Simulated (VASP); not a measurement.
Input of a VASP 6.6.1 run:

File INCAR:

```
SYSTEM = Ge
  PREC = Accurate
  ENCUT = 520
  EDIFF = 1E-6
  ISMEAR = 0
  SIGMA = 0.15
  LREAL = .False.
  LASPH = .True.
  NELM = 100
  ALGO = Normal
  ISIF = 2
  LWAVE = .False.
  LCHARG = .True.
  GGA = PE
  LELF = .True.
  LVHAR = .True.
  NBANDS = 21
```

KPOINTS

```
regular mesh
0
Gamma
  14 14 14
  0 0 0
```

The input POSCAR:

```
Ge
1.0
   -0.0576106954      2.8805347716      2.8229240762
    2.8805347716     -0.0576106954      2.8229240762
    2.8229240762      2.8229240762      0.0000000000
Ge
2
Direct
    0.5000000000      0.5000000000      0.5000000000
    0.7500000000      0.7500000000      0.7500000000
```

Potentials or basis: VASP PAW PBE potentials, release 64 (Ge_d).

Command:

```console
$ cat potpaw_PBE.64/Ge_d/POTCAR > POTCAR
$ mpirun -np 1 vasp_std > vasp.out
```

(1) What does it give for the band gap on the k mesh?

(2) What does it give for the pressure?

Answers

(1) zero (band 14 reaches 4.64 eV, above the bottom of band 15 at 4.58 eV).

(2) 1.4 GPa.

Caveat: the cell differs from its parent crystal (engineering shear strain xy -0.0400, normal strain along z -0.0200).
